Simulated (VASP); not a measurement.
Wanted: the native input for a VASP 6.6.1 run.

```
Task                   : relaxation of cell and atoms
Functional             : revPBE
Potentials or basis    : VASP PAW PBE potentials, release 64 (Te)
Cutoff                 : 600 eV
k mesh                 : 4 × 4 × 4
Occupations            : fermi-dirac, width 0.1 eV
Spin                   : no spin polarisation
Dipole correction      : no
Further INCAR settings : ALGO = Normal; EDIFF = 1e-07; IBRION = 2; EDIFFG = -0.01; NSW = 80; ISIF = 3
```

The structure of Te lies in POSCAR:

```
Te
1.0
    6.1330711348      0.0000000000      0.0000000000
    0.0000000000      6.1330711348      0.0000000000
    0.0000000000      0.0000000000      6.1330711348
Te
8
Direct
    0.0000000000      0.0000000000      0.0000000000
    0.5000000000      0.5000000000      0.5000000000
    0.2500000000      0.0000000000      0.5000000000
    0.7500000000      0.0000000000      0.5000000000
    0.5000000000      0.2500000000      0.0000000000
    0.5000000000      0.7500000000      0.0000000000
    0.0000000000      0.5000000000      0.2500000000
    0.0000000000      0.5000000000      0.7500000000
```

One way to write it, as run:

INCAR

```
SYSTEM = Te
ALGO = Normal
EDIFF = 1E-7
EDIFFG = -0.01
ENCUT = 600
GGA = RE
IBRION = 2
ISIF = 3
ISMEAR = -1
LASPH = .TRUE.
LCHARG = .FALSE.
LREAL = .FALSE.
LWAVE = .FALSE.
NELM = 80
NSW = 80
PREC = Accurate
SIGMA = 0.1
```

KPOINTS

```
k-points
0
G
  4 4 4
  0 0 0
```

Potentials or basis: VASP PAW PBE potentials, release 64 (Te).

The run is started by

```console
$ cat potpaw_PBE.64/Te/POTCAR > POTCAR
$ mpirun -np 1 vasp_std > vasp.out
```

It gave:

* Relaxed volume: 29.74 Å³/atom
* Relaxed cell: a = 6.197 Å, b = 6.197 Å, c = 6.197 Å, α = 90.00°, β = 90.00°, γ = 90.00°
* Space group after relaxing (to 0.1 Å): Pm-3n (No. 223)
* Energy gained by relaxing: 4.3 meV/atom
* Ionic steps: 3
* Pressure after relaxing: 0.0 GPa

Caveat: the highest band is partly filled, so the run has too few bands; the PAW data sets were made with another functional, which shifts forces and pressure a little.

Run time: 3.2 min on 1 thread of Intel(R) Xeon(R) Platinum 8488C (Sapphire Rapids), on a shared host, peak memory 0.38 GiB.
